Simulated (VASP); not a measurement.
A run of VASP 6.6.1 is set up as follows.

INCAR

```
PREC = Accurate ; ENCUT = 600
EDIFF = 1E-8 ; ISMEAR = -1
SIGMA = 0.15 ; LREAL = F
LASPH = T ; NELM = 60
ALGO = Normal ; ISIF = 3
LWAVE = F ; LCHARG = F
GGA = PS ; NBANDS = 18
IBRION = 6 ; NFREE = 2
POTIM = 0.015 ; NSW = 1
```

The input KPOINTS:

```
Automatic mesh
0
Gamma
  12 12 12
```

The input POSCAR:

```
BiTe
1.0
    0.0000000000      3.2005777449      3.2005777449
    3.2005777449      0.0000000000      3.2005777449
    3.2005777449      3.2005777449      0.0000000000
Bi Te
1 1
Direct
    0.0000000000      0.0000000000      0.0000000000
    0.5000000000      0.5000000000      0.5000000000
```

Potentials or basis: VASP PAW PBE potentials, release 64 (Bi_d, Te).

The run is started by

```bash
$ cat potpaw_PBE.64/Bi_d/POTCAR potpaw_PBE.64/Te/POTCAR > POTCAR
$ mpirun -np 1 vasp_std > vasp.out
```

(1) Estimate the elastic constants C11, C12, C44.

(2) What does it give for the Voigt bulk modulus?

(3) What does it give for the highest phonon frequency at Γ, LO-TO splitting left out?

Answers

(1) 117, 22, -1 GPa.

(2) 54 GPa.

(3) 97 cm⁻¹.

Caveat: the elastic tensor has a negative eigenvalue, so either the cell is unstable as it stands or the mesh is too thin; the PAW data sets were made with another functional, which shifts forces and pressure a little.
